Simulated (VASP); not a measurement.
Here is a VASP 6.6.1 calculation.

Contents of INCAR:

```
SYSTEM = Na8H7
ALGO = Normal
EDIFF = 1E-7
EDIFFG = -0.02
ENCUT = 520
GGA = PE
IBRION = 2
ISIF = 2
ISMEAR = 0
LASPH = .True.
LCHARG = .False.
LREAL = Auto
LWAVE = .False.
NELECT = 62.0
NELM = 80
NSW = 70
PREC = Accurate
SIGMA = 0.05
```

Contents of KPOINTS:

```
k-points
0
Gamma
  4 4 4
  0 0 0
```

The input POSCAR:

```
Na8H7
1.0
   -4.8320806350     -4.8320806350      0.0000000000
    0.0000000000     -4.8320806350      4.8320806350
   -4.8320806350      0.0000000000      4.8320806350
Na H
8 7
Direct
    0.5000000000      0.5000000000      0.0000000000
    0.0000000000      0.5000000000      0.0000000000
    0.5000000000      0.0000000000      0.0000000000
    0.0000000000      0.0000000000      0.0000000000
    0.5000000000      0.5000000000      0.5000000000
    0.0000000000      0.5000000000      0.5000000000
    0.5000000000      0.0000000000      0.5000000000
    0.0000000000      0.0000000000      0.5000000000
   -0.2500000000      0.2500000000      0.2500000000
    0.7500000000      0.7500000000      0.2500000000
    0.2500000000      0.7500000000      0.2500000000
    0.7500000000      0.2500000000      0.7500000000
    0.2500000000      0.2500000000      0.7500000000
    0.7500000000      0.7500000000      0.7500000000
    0.2500000000      0.7500000000      0.7500000000
```

Potentials or basis: VASP PAW PBE potentials, release 64 (Na_pv, H).

Launch:

```sh
$ cat potpaw_PBE.64/Na_pv/POTCAR potpaw_PBE.64/H/POTCAR > POTCAR
$ mpirun -np 1 vasp_std > vasp.out
```

Q: What does it give for the energy gained by relaxing?

A: 22.2 meV/atom.

The path:
| step | energy change (eV) | largest force (eV/Å) | pressure (GPa) |
| --- | --- | --- | --- |
| 1 | 0.0000 | 0.7230 | -2.27 |
| 2 | -0.1349 | 0.5640 | -2.19 |
| 3 | -0.3311 | 0.0509 | -1.85 |
| 4 | -0.3326 | 0.0041 | -1.80 |

Caveat: the cell carries a net charge on a neutralising background, which shifts energy and pressure; the cell differs from its parent crystal (atoms taken out); the cell is charged against a uniform background, so pressure and absolute levels hang on convention.
